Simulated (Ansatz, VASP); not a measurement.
**Rh: VASP beside Ansatz**

```
Rh
1.0
     2.73098    0.00000    0.00000
    -1.36549    2.36510    0.00000
     0.00000    0.00000    4.42849
Rh
2
Direct
  0.33333 0.66667 0.25000
  0.66667 0.33333 0.75000
```

Alike in both runs: functional PBEsol; k mesh 11 × 11 × 6; occupations fermi-dirac, width 0.05 eV; non-collinear spin, spin-orbit coupling.

|  | VASP | Ansatz |
| --- | --- | --- |
| version | VASP 6.6.1 | Ansatz 0.2.0 |
| potentials or method | VASP PAW PBE potentials, release 64 (Rh_pv) | Ansatz PAW |
| plane-wave cutoff (eV) | 520 | 420 |
| valence electrons in the cell | 30 | 34 |
| task | single point | band structure |

```tsv
	VASP	Ansatz	Ansatz less VASP
pressure (GPa)	-13.4	-13.5	-0.10
traceless stress, the component that is largest in VASP (GPa)	-0.87	-0.88	-0.009
net moment per atom (μB)	0.00	0.00	0.000
```

VASP's potentials were made for PBE, not for PBEsol. VASP's potentials hold 30 valence electrons a cell and Ansatz's 34, so a difference there can come from the potentials and not from the codes.
